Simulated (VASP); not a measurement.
Set up this calculation in VASP 6.6.1, as the native input.

- Task: single point
- Functional: r2SCAN
- Potentials or basis: VASP PAW PBE potentials, release 64 (Li_sv, Cl)
- Cutoff: 520 eV
- k mesh: 8 × 8 × 8
- Occupations: gaussian, width 0.05 eV
- Spin: no spin polarisation
- Dipole correction: no
- Further INCAR settings: ALGO = Normal; EDIFF = 1e-06; NBANDS = 12

Crystal: LiCl.

```
Li Cl
1.0
     0.00000    2.56476    2.56476
     2.65453    0.00000    2.56476
     2.65453    2.56476    0.00000
Li Cl
1 1
Direct
  0.00000 0.00000 0.00000
  0.50000 0.50000 0.50000
```

This cell differs from its parent crystal: strain +0.0350 x Voigt [1, 0, 0, 0, 0, 0].

These files were run (other wordings do the same):

POSCAR

```
LiCl
1.0
    0.0000000000      2.5647600000      2.5647600000
    2.6545266000      0.0000000000      2.5647600000
    2.6545266000      2.5647600000      0.0000000000
Li Cl
1 1
Direct
    0.0000000000      0.0000000000      0.0000000000
    0.5000000000      0.5000000000      0.5000000000
```

INCAR.step1

```
SYSTEM = LiCl
ALGO     = Normal         ! electronic algorithm
EDIFF    = 1E-4           ! SCF threshold, eV
ENCUT    = 520            ! plane-wave cutoff, eV
GGA      = PE             ! functional
ISMEAR   = 0              ! smearing method
LASPH    = .True.         ! aspherical terms in the spheres
LCHARG   = .False.        ! write CHGCAR
LREAL    = .False.        ! projectors in reciprocal space
LWAVE    = .True.         ! write WAVECAR
NBANDS   = 12             ! bands
NELM     = 60             ! most SCF steps
PREC     = Accurate       ! precision mode
SIGMA    = 0.05           ! smearing width, eV
```

INCAR.step2

```
SYSTEM = LiCl
ALGO     = Normal         ! electronic algorithm
EDIFF    = 1E-6           ! SCF threshold, eV
ENCUT    = 520            ! plane-wave cutoff, eV
ISIF     = 2              ! what is computed and relaxed
ISMEAR   = 0              ! smearing method
ISTART   = 1            
LASPH    = .True.         ! aspherical terms in the spheres
LCHARG   = .False.        ! write CHGCAR
LMIXTAU  = .True.       
LREAL    = .False.        ! projectors in reciprocal space
LWAVE    = .False.        ! write WAVECAR
METAGGA  = R2SCAN         ! meta-GGA
NBANDS   = 12             ! bands
NELM     = 60             ! most SCF steps
PREC     = Accurate       ! precision mode
SIGMA    = 0.05           ! smearing width, eV
```

KPOINTS

```
k-points
0
Gamma
  8 8 8
  0 0 0
```

Potentials or basis: VASP PAW PBE potentials, release 64 (Li_sv, Cl).

Launch:

```console
$ cat potpaw_PBE.64/Li_sv/POTCAR potpaw_PBE.64/Cl/POTCAR > POTCAR
$ cp INCAR.step1 INCAR
$ mpirun -np 1 vasp_std > vasp.out
$ cp INCAR.step2 INCAR
$ mpirun -np 1 vasp_std > vasp.out
```

It gave:

| Property | Result |
| --- | --- |
| Band gap on the k mesh | 7.03 eV |

Caveat: the cell differs from its parent crystal (strain +0.0350 x Voigt [1, 0, 0, 0, 0, 0]).

It took 110 s on 1 thread of Intel(R) Xeon(R) Platinum 8175M CPU @ 2.50GHz (Skylake/Cascade Lake), on a shared host, peak memory 0.16 GiB.
